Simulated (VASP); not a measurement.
Write the native input for VASP 6.6.1 that does the following.

| Property | Result |
| --- | --- |
| Task | single point |
| Functional | PBE |
| Dispersion | D3(BJ) |
| Potentials or basis | VASP PAW PBE potentials, release 64 (Ge_d, S) |
| Cutoff | 500 eV |
| k mesh | 4 × 8 × 6 |
| Occupations | gaussian, width 0.02 eV |
| Spin | no spin polarisation |
| Dipole correction | no |
| Further INCAR settings | ALGO = Normal; EDIFF = 1e-06; NBANDS = 50 |

The structure of GeS lies in POSCAR:

```
GeS
1.0
   10.7933283496      0.0000000000      0.0000000000
    0.0000000000      3.6870620287      0.0000000000
    0.0000000000      0.0000000000      4.4226089288
Ge S
4 4
Direct
    0.1261953964      0.2500000000      0.1371003261
    0.3738046036      0.7500000000      0.6371003261
    0.6261953964      0.2500000000      0.3628996739
    0.8738046036      0.7500000000      0.8628996739
    0.8477121154      0.2500000000      0.4974459444
    0.6522878846      0.7500000000     -0.0025540556
    0.3477121154      0.2500000000      1.0025540556
    0.1522878846      0.7500000000      0.5025540556
```

This cell differs from its parent crystal: volume scaled by 1.03, then relaxed in part.

These files were run (other wordings do the same):

INCAR

```
SYSTEM = GeS
  ALGO = Normal
  EDIFF = 1E-6
  ENCUT = 500
  GGA = PE
  GGA_COMPAT = .FALSE.
  ISIF = 2
  ISMEAR = 0
  IVDW = 12
  LASPH = .TRUE.
  LCHARG = .TRUE.
  LELF = .TRUE.
  LREAL = .FALSE.
  LVHAR = .TRUE.
  LWAVE = .FALSE.
  NBANDS = 50
  NELM = 120
  PREC = Accurate
  SIGMA = 0.02
```

KPOINTS

```
k-points
0
G
  4 8 6
  0 0 0
```

Potentials or basis: VASP PAW PBE potentials, release 64 (Ge_d, S).

Launch:

```console
$ cat potpaw_PBE.64/Ge_d/POTCAR potpaw_PBE.64/S/POTCAR > POTCAR
$ mpirun -np 1 vasp_std > vasp.out
```

It gave:

```yaml
Pressure: -1.6 GPa
Largest_force: 0.005 eV/Å
Band_gap_on_the_k_mesh: 1.28 eV, direct
Dispersion_energy_per_atom: -0.323 eV
```

It took 4.9 min on 1 thread of Intel(R) Xeon(R) Platinum 8375C CPU @ 2.90GHz (Ice Lake), on a shared host, peak memory 0.5 GiB.
